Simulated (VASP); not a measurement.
FeSb: single point with LDA

Crystal: FeSb.

```
Fe Sb
1.0
     3.89063    0.00000    0.00000
    -1.94532    3.36939    0.00000
     0.00000    0.00000    4.91600
Fe Sb
2 2
Direct
  0.00000 0.00000 0.00000
  0.00000 0.00000 0.50000
  0.33333 0.66667 0.25000
  0.66667 0.33333 0.75000
```

| Quantity | Value |
| --- | --- |
| Program | VASP 6.6.1 |
| Task | single point |
| Functional | LDA |
| Potentials or basis | VASP PAW LDA potentials, release 64 (Fe, Sb) |
| Cutoff | 520 eV |
| k mesh | 8 × 8 × 6 |
| Occupations | fermi-dirac, width 0.1 eV |
| Spin | collinear spin, ferromagnetic start |
| Starting moments | [3.0, 3.0, 0.0, 0.0] μB |
| Dipole correction | no |
| Further INCAR settings | ALGO = Normal; EDIFF = 1e-06; NBANDS = 25 |

```yaml
Pressure: 0.9 GPa
Net_moment: 1.79 μB per cell
Site_moments: Fe +0.94; Sb -0.04 μB
Valence_electrons_inside_the_program's_atomic_spheres: Fe 7.52; Sb 2.54
```

Stress tensor (GPa, compression positive):
```
0.76 0.00 0.00
0.00 0.76 0.00
0.00 0.00 1.33
```

Levels at points of the mesh, in eV from the Fermi level:
Spin up:
```csv
k point,band 11,band 12,band 13,band 14,band 15,band 16,band 17,band 18
"(0.00, 0.00, 0.00)",-0.45,-0.45,1.00,1.00,1.48,3.31,3.68,3.68
"(0.50, 0.00, 0.00)",-1.43,-0.97,-0.72,-0.52,-0.43,0.80,2.66,4.44
"(0.00, 0.00, 0.50)",-1.61,-1.61,1.08,1.08,3.09,3.09,3.09,3.09
"(0.50, 0.00, 0.50)",-1.15,-1.15,-1.14,-1.14,0.99,0.99,2.88,2.88
```
Spin down:
```tsv
k point	band 8	band 9	band 10	band 11	band 12	band 13	band 14	band 15	band 16	band 17
(0.00, 0.00, 0.00)	-1.59	-0.70	-0.70	0.59	0.59	1.04	1.04	2.20	3.31	4.09
(0.50, 0.00, 0.00)	-2.59	-2.55	-1.03	-0.75	-0.29	-0.09	0.50	0.61	1.49	3.18
(0.00, 0.00, 0.50)	-1.98	-0.79	-0.79	-0.79	-0.79	1.24	1.24	3.44	3.44	3.44
(0.50, 0.00, 0.50)	-1.99	-0.72	-0.72	-0.44	-0.44	-0.38	-0.38	1.53	1.53	3.25
```

It took 4.3 min on 1 thread of Intel Xeon 8259CL, with other jobs on the host, peak memory 0.23 GiB.

Caveat: spin-orbit coupling is left out, which moves the levels of the heavy elements; the run started ferromagnetic, and an antiferromagnetic order may lie lower in energy.
